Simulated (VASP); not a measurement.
# Sb (a cell with a defect): single point with PBE

Sb (a cell with a defect):

```
Sb
1.0
     6.22092   -6.22092    3.11046
    -6.22092    3.11046    6.22092
    -6.22092   -3.11046   -6.22092
Sb
19
Direct
  0.19658 0.28994 0.89485
  0.40031 0.60173 0.79930
  0.60000 0.90000 0.70000
  0.00342 0.51006 0.50515
  0.19658 0.80173 0.40664
  0.60038 0.15987 0.94051
  0.78984 0.44292 0.84692
  0.10000 0.90000 0.70000
  0.41016 0.35708 0.55308
  0.59962 0.64013 0.45949
  0.79778 0.95580 0.34198
  0.97899 0.24033 0.23867
  0.22101 0.55967 0.16133
  0.40222 0.84420 0.05802
  0.79969 0.19827 0.60070
  0.40031 0.10101 0.29857
  0.60000 0.40000 0.20000
  0.79969 0.69899 0.10143
  0.00342 0.99827 0.99336
```

| Quantity | Value |
| --- | --- |
| Program | VASP 6.6.1 |
| Task | single point |
| Functional | PBE |
| Potentials or basis | VASP PAW PBE potentials, release 64 (Sb) |
| Cutoff | 520 eV |
| k mesh | 4 × 4 × 4 |
| Occupations | gaussian, width 0.1 eV |
| Spin | no spin polarisation |

```
Pressure      : -1.2 GPa
Largest force : 0.025 eV/Å
```

Forces in eV/Å, atoms in the order of the input:
```
Sb  -0.002  0.001  0.014
Sb  -0.009 -0.007  0.001
Sb   0.000  0.000  0.000
Sb   0.002 -0.001 -0.014
Sb   0.002  0.001  0.014
Sb   0.000  0.009 -0.007
Sb   0.000 -0.019  0.003
Sb   0.000  0.000  0.000
Sb   0.000  0.019 -0.003
Sb   0.000 -0.009  0.007
Sb   0.000 -0.012 -0.021
Sb   0.000  0.004  0.008
Sb   0.000 -0.004 -0.008
Sb   0.000  0.012  0.021
Sb   0.009  0.007 -0.001
Sb   0.009 -0.007  0.001
Sb   0.000  0.000  0.000
Sb  -0.009  0.007 -0.001
Sb  -0.002 -0.001 -0.014
```

Stress tensor (GPa, compression positive):
```
-1.97  0.00  0.00
 0.00 -1.34  0.12
 0.00  0.12 -0.33
```

Levels at points of the mesh, in eV from the Fermi level:
```tsv
k point	band 44	band 45	band 46	band 47	band 48	band 49	band 50	band 51
(0.00, 0.00, 0.00)	-0.99	-0.70	-0.59	-0.53	-0.50	-0.49	-0.32	0.13
(0.50, 0.00, 0.00)	-0.38	-0.32	-0.25	-0.23	-0.17	-0.06	0.35	0.44
(0.00, 0.50, 0.50)	-0.48	-0.23	-0.23	-0.23	0.29	0.30	0.32	0.51
(0.00, 0.50, 0.00)	-0.79	-0.68	-0.51	-0.33	0.15	0.16	0.41	0.79
(0.00, 0.00, 0.50)	-0.64	-0.57	-0.55	-0.07	0.25	0.37	0.45	0.82
(0.50, 0.50, 0.50)	-0.71	-0.52	-0.20	0.28	0.34	0.53	0.54	0.56
```

It took 12 min on 1 thread of Intel(R) Xeon(R) 6975P-C (Granite Rapids), on a shared host, peak memory 0.97 GiB.

Caveat: spin-orbit coupling is left out, which moves the levels of the heavy elements.
